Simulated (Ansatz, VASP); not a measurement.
# VAgC4N4 in VASP and in Ansatz

File INCAR:

```
SYSTEM = VAgC4N4
PREC = Accurate ; ENCUT = 520
EDIFF = 1E-6 ; ISMEAR = 0
SIGMA = 0.1 ; LREAL = .False.
LASPH = .True. ; NELM = 150
ALGO = Normal ; ISIF = 2
LWAVE = .False. ; LCHARG = .True.
ISPIN = 2 ; MAGMOM = 2 0 0 0 0 0 0 0 0 0
LORBIT = 11 ; LMAXMIX = 4
GGA = PE ; LELF = .True.
LVHAR = .True. ; NBANDS = 45
```

KPOINTS

```
Automatic mesh
0
Gamma
  4 4 4
  0 0 0
```

File POSCAR:

```
VAgC4N4
1.0
    6.0125257000      0.0000000000      0.0000000000
    0.0000000000      6.0125257000      0.0000000000
    0.0000000000      0.0000000000      6.0125257000
V Ag C N
1 1 4 4
Direct
    0.0000000000      0.0000000000      0.0000000000
    0.5000000000      0.5000000000      0.5000000000
    0.1840791200      0.1840791200      0.1840791200
    0.1840791200      0.8159208800      0.8159208800
    0.8159208800      0.1840791200      0.8159208800
    0.8159208800      0.8159208800      0.1840791200
    0.2964278900      0.2964278900      0.2964278900
    0.2964278900      0.7035721100      0.7035721100
    0.7035721100      0.2964278900      0.7035721100
    0.7035721100      0.7035721100      0.2964278900
```

Input for Ansatz:

```yaml
crystal:
  lattice:
    - [6.0125257, 0.0, 0.0]
    - [0.0, 6.0125257, 0.0]
    - [0.0, 0.0, 6.0125257]
  atoms:
    - { symbol: V, position: [0.0, 0.0, 0.0], spin: 2.0 }
    - { symbol: Ag, position: [0.5, 0.5, 0.5] }
    - { symbol: C, position: [0.18407912, 0.18407912, 0.18407912] }
    - { symbol: C, position: [0.18407912, 0.81592088, 0.81592088] }
    - { symbol: C, position: [0.81592088, 0.18407912, 0.81592088] }
    - { symbol: C, position: [0.81592088, 0.81592088, 0.18407912] }
    - { symbol: "N", position: [0.29642789, 0.29642789, 0.29642789] }
    - { symbol: "N", position: [0.29642789, 0.70357211, 0.70357211] }
    - { symbol: "N", position: [0.70357211, 0.29642789, 0.70357211] }
    - { symbol: "N", position: [0.70357211, 0.70357211, 0.29642789] }
basis:
  ecutwfc: 420
kpoints:
  mp_grid: { grid: [4, 4, 4] }
hamiltonian:
  xc: pbe
scf:
  occupations: { method: gaussian, width: 0.1 }
  lower_state_search: "off"
output:
  forces: true
  stress: true
  eigenvalues: true
  populations: true
magnetization:
  spin_polarized: true
```

Alike in both runs: task single point; functional PBE; k mesh 4 × 4 × 4; occupations gaussian, width 0.1 eV; collinear spin.

```csv
,VASP,Ansatz
version,VASP 6.6.1,Ansatz 0.2.0
potentials or method,"VASP PAW PBE potentials, release 64 (V_sv, Ag, C, N), cutoff 520 eV","scalar-relativistic, plane waves, PAW"
valence electrons in the cell,60,68
```

|  | VASP | Ansatz | Ansatz less VASP |
| --- | --- | --- | --- |
| gap on the k mesh at the Fermi level (eV) | 1.27 | 1.27 | -0.001 |
| least direct gap on the mesh (eV) | 1.33 | 1.33 | -0.002 |
| pressure (GPa) | 5.2 | 4.9 | -0.34 |
| rms of the force components (eV/Å) | 0.337 | 0.489 | +0.1521 |
| net moment per atom (μB) | 0.20 | 0.20 | 0.000 |
| size of the moment on the site where the two differ most (μB) | 1.53 | 1.16 | -0.373 |

Site moments also hang on the region over which each program counts them. Atom by atom the forces differ by 0.194 eV/Å (rms over components). VASP's potentials hold 60 valence electrons a cell and Ansatz's 68, so a difference there can come from the potentials and not from the codes.

Noted on VASP's run: the standard files for N, O and F lose accuracy on very short bonds.
